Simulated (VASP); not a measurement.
Wanted: the native input for a VASP 6.6.1 run.

* Task: single point
* Functional: PBE
* Potentials or basis: VASP PAW PBE potentials, release 64 (Re)
* Cutoff: 520 eV
* k mesh: 15 × 15 × 15
* Occupations: gaussian, width 0.05 eV
* Spin: no spin polarisation
* Dipole correction: no
* Further INCAR settings: ALGO = Fast; EDIFF = 1e-07; NBANDS = 18

The structure of Re lies in POSCAR:

```
Re
1.0
    1.3361631128      0.7714341329      6.4674350011
   -1.3361631128      0.7714341329      6.4674350011
    0.0000000000     -1.5428682657      6.4674350011
Re
3
Direct
    0.0000000000      0.0000000000      0.0000000000
    0.2221738800      0.2221738800      0.2221738800
    0.7778261200      0.7778261200      0.7778261200
```

The input as run:

INCAR

```
ALGO = Fast
EDIFF = 1E-7
ENCUT = 520
GGA = PE
ISIF = 2
ISMEAR = 0
LASPH = True
LCHARG = False
LREAL = False
LWAVE = False
NBANDS = 18
NELM = 80
PREC = Accurate
SIGMA = 0.05
```

KPOINTS

```
k-points
0
Gamma
  15 15 15
```

Potentials or basis: VASP PAW PBE potentials, release 64 (Re).

Command:

```sh
$ cat potpaw_PBE.64/Re/POTCAR > POTCAR
$ mpirun -np 1 vasp_std > vasp.out
```

It gave:

```json
{
  "Pressure": "54.6 GPa",
  "Largest force": "0.088 eV/Å",
  "Band gap on the k mesh": "zero (an odd number of electrons rules out a gap without spin polarisation)"
}
```

Caveat: the cell stands under pressure; spin-orbit coupling is left out, which moves the levels of the heavy elements.

Run time: 18 min on 1 thread of Intel(R) Xeon(R) 6975P-C (Granite Rapids), on a shared host, peak memory 0.5 GiB.
